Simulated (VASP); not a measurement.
The system is AlGa3As4.

```
Al Ga As
1.0
     3.89199    0.00000    0.00000
     0.00000    3.89199    0.00000
     0.00000    0.00000   11.00822
Al Ga As
1 3 4
Direct
  0.00000 0.00000 0.00000
  0.50000 0.50000 0.25000
  0.00000 0.00000 0.50000
  0.50000 0.50000 0.75000
  0.50000 0.00000 0.12500
  0.00000 0.50000 0.37500
  0.50000 0.00000 0.62500
  0.00000 0.50000 0.87500
```

| Property | Result |
| --- | --- |
| Program | VASP 6.6.1 |
| Task | relaxation of cell and atoms |
| Functional | PBE |
| Potentials or basis | VASP PAW PBE potentials, release 64 (Al, Ga_d, As) |
| Cutoff | 600 eV |
| k mesh | 4 × 4 × 2 |
| Occupations | gaussian, width 0.1 eV |
| Spin | no spin polarisation |

At the start: pressure 10.9 GPa; volume 20.84 Å³/atom.

Question: Where does the relaxation end?

Answer: Over 6 steps the energy falls by 88.3 meV/atom and the volume is 23.79 Å³/atom (+14.1 %); space group P-4m2 (No. 115, to 0.1 Å) before and after.

Step by step:
```
step  energy change (eV)  largest force (eV/Å)  pressure (GPa)  volume (Å³)
   1              0.0000                0.1157           10.93       166.75
   2             -0.5401                0.0576           -3.47       203.46
   3             -0.7028                0.0709           -0.02       189.88
   4             -0.7025                0.0706           -0.17       190.36
   5             -0.7050                0.0376           -0.17       190.34
   6             -0.7065                0.0350           -0.16       190.31
```

Final structure:
```
CELL_PARAMETERS angstrom
4.08946 0.00000 0.00000
0.00000 4.08946 0.00000
0.00000 0.00000 11.37938
ATOMIC_POSITIONS crystal
Al 0.00000 0.00000 0.00000
Ga 0.50000 0.50000 0.25011
Ga 0.00000 0.00000 0.50000
Ga 0.50000 0.50000 0.74989
As 0.50000 0.00000 0.12397
As 0.00000 0.50000 0.37511
As 0.50000 0.00000 0.62489
As 0.00000 0.50000 0.87603
```
